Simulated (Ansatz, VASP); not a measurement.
## VIrC4N4 in VASP and in Ansatz

```
V Ir C N
1.0
     5.88262    0.00000    0.00000
     0.00000    5.88262    0.00000
     0.00000    0.00000    5.88262
V Ir C N
1 1 4 4
Direct
  0.00000 0.00000 0.00000
  0.50000 0.50000 0.50000
  0.18814 0.18814 0.18814
  0.18814 0.81186 0.81186
  0.81186 0.18814 0.81186
  0.81186 0.81186 0.18814
  0.30297 0.30297 0.30297
  0.30297 0.69703 0.69703
  0.69703 0.30297 0.69703
  0.69703 0.69703 0.30297
```

Alike in both runs: task single point; functional PBE; k mesh 4 × 4 × 4; occupations gaussian, width 0.1 eV; collinear spin.

```csv
,VASP,Ansatz
version,VASP 6.6.1,Ansatz 0.2.0
potentials or method,"VASP PAW PBE potentials, release 64 (V_sv, Ir, C, N), cutoff 520 eV","scalar-relativistic, plane waves, PAW"
valence electrons in the cell,58,66
```

Ansatz gave:

```
gap on the k mesh at the Fermi level (eV)                     : none
pressure (GPa)                                                : 2.4
rms of the force components (eV/Å)                            : 0.961
net moment per atom (μB)                                      : 0.00
size of the moment on the site where the two differ most (μB) : 0.71
```

Question: Estimate VASP's values.

Answer: gap on the k mesh at the Fermi level (eV): none; pressure (GPa): 2.9; rms of the force components (eV/Å): 1.098; net moment per atom (μB): 0.00; size of the moment on the site where the two differ most (μB): 1.09.

Site moments also hang on the region over which each program counts them. Atom by atom the forces differ by 0.158 eV/Å (rms over components). A gap of «none» marks a metal or a gap that the smearing closes. With one functional, cell and mesh, what is left measures potentials, basis and numerics. VASP's potentials hold 58 valence electrons a cell and Ansatz's 66, so a difference there can come from the potentials and not from the codes.

Neither program's run includes spin-orbit coupling. Noted on VASP's run: the standard files for N, O and F lose accuracy on very short bonds.
